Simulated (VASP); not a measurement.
# ZnO: single point with LDA

Crystal: ZnO.

```
Zn O
1.0
     3.23735    0.00000    0.00000
    -1.61868    2.80363    0.00000
     0.00000    0.00000    5.22206
Zn O
2 2
Direct
  0.66667 0.33333 0.50059
  0.33333 0.66667 0.00059
  0.66667 0.33333 0.87972
  0.33333 0.66667 0.37972
```

```yaml
Program: VASP 6.6.1
Task: single point
Functional: LDA
Potentials_or_basis: VASP PAW LDA potentials, release 64 (Zn, O)
Cutoff: 520 eV
k_mesh: 6 × 6 × 4
Occupations: gaussian, width 0.1 eV
Spin: no spin polarisation
Dipole_correction: no
Further_INCAR_settings: ALGO = Normal; EDIFF = 1e-06; NBANDS = 26
```

The pressure is -5.5 GPa. The largest force is 0.003 eV/Å and the band gap on the k mesh is 0.74 eV, direct.

Forces in eV/Å, atoms in the order of the input:
```
Zn   0.000  0.000  0.003
Zn   0.000  0.000  0.003
O    0.000  0.000 -0.003
O    0.000  0.000 -0.003
```

Stress tensor (GPa, compression positive):
```
-5.58  0.00  0.00
 0.00 -5.58  0.00
 0.00  0.00 -5.38
```

Levels at points of the mesh, in eV from the valence-band top:
```tsv
k point	band 14	band 15	band 16	band 17	band 18	band 19	band 20	band 21	band 22	band 23
(0.00, 0.00, 0.00)	-0.81	-0.81	-0.09	0.00	0.00	0.74	5.11	8.07	12.72	12.72
(0.50, 0.00, 0.00)	-3.62	-2.89	-2.30	-1.32	-0.85	5.70	6.71	7.42	8.40	10.44
(0.00, 0.00, 0.50)	-2.29	-0.40	-0.40	-0.40	-0.40	3.39	3.39	9.89	9.89	13.01
(0.50, 0.00, 0.50)	-3.84	-1.53	-1.53	-1.40	-1.40	5.57	5.57	8.32	8.32	11.11
```

Run time: 22 s on 1 thread of Intel(R) Xeon(R) Platinum 8259CL CPU @ 2.50GHz (Skylake/Cascade Lake), on a shared host, peak memory 0.15 GiB.

As with any semilocal functional, this LDA gap is likely too small.
